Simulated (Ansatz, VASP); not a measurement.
## GaIr4Ru: VASP beside Ansatz

```
Ga Ru Ir
1.0
     0.00000    3.63152    3.63152
     3.63152    0.00000    3.63152
     3.63152    3.63152    0.00000
Ga Ru Ir
1 1 4
Direct
  0.75000 0.75000 0.75000
  0.00000 0.00000 0.00000
  0.87560 0.37480 0.37480
  0.37480 0.37480 0.37480
  0.37480 0.87560 0.37480
  0.37480 0.37480 0.87560
```

Change from the starting cell: species swapped into the HoCdCu4 type (F-43m, No. 216).

Alike in both runs: functional PBE; k mesh 4 × 4 × 4; occupations gaussian, width 0.1 eV; no spin polarisation.

Ansatz relaxed the structure, and its values are those at the end. VASP's run is a single point on that final structure, the one shown.

```csv
,VASP,Ansatz
version,VASP 6.6.1,Ansatz 0.2.0
potentials or method,"VASP PAW PBE potentials, release 64 (Ga_d, Ru_pv, Ir), cutoff 520 eV","scalar-relativistic, plane waves, PAW"
valence electrons in the cell,63,97
```

|  | VASP | Ansatz | Ansatz less VASP |
| --- | --- | --- | --- |
| gap on the k mesh at the Fermi level (eV) | none | none | - |
| pressure (GPa) | 0.4 | 0.0 | -0.40 |
| rms of the force components (eV/Å) | 0.003 | 0.000 | -0.0031 |

A gap of «none» marks a metal or a gap that the smearing closes. VASP's potentials hold 63 valence electrons a cell and Ansatz's 97, so a difference there can come from the potentials and not from the codes.

The k mesh is coarse, so the values compare programs but aren't converged. Spin-orbit coupling is off throughout.
